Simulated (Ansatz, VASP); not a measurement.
ZrH4: VASP beside Ansatz

```
Zr H
1.0
     3.34721    0.00000    0.00000
    -1.67361    2.89877    0.00000
     0.00000    0.00000    4.12134
Zr H
1 4
Cartesian
  0.0000 0.0000 2.0607
  0.0000 1.9325 3.0283
  0.0000 1.9325 1.0931
  0.0000 0.0000 0.0000
  1.6736 0.9663 2.0607
```

Alike in both runs: task relaxation of cell and atoms; functional PBE; k mesh 12 × 12 × 8; occupations gaussian, width 0.1 eV; no spin polarisation.

```csv
,VASP,Ansatz
version,VASP 6.6.1,Ansatz 0.2.0
potentials or method,"VASP PAW PBE potentials, release 64 (Zr_sv, H), cutoff 600 eV","scalar-relativistic, plane waves, PAW"
valence electrons in the cell,16,16
```

```tsv
	VASP	Ansatz	Ansatz less VASP
gap on the k mesh at the Fermi level, each at its own relaxed structure (eV)	none	none	-
relaxed volume (Å³/atom)	8.02	8.03	+0.007
relaxed length of the cell vector where the two differ most in proportion (Å)	4.108	4.111	+0.0036
```

A gap of «none» marks a metal or a gap that the smearing closes.
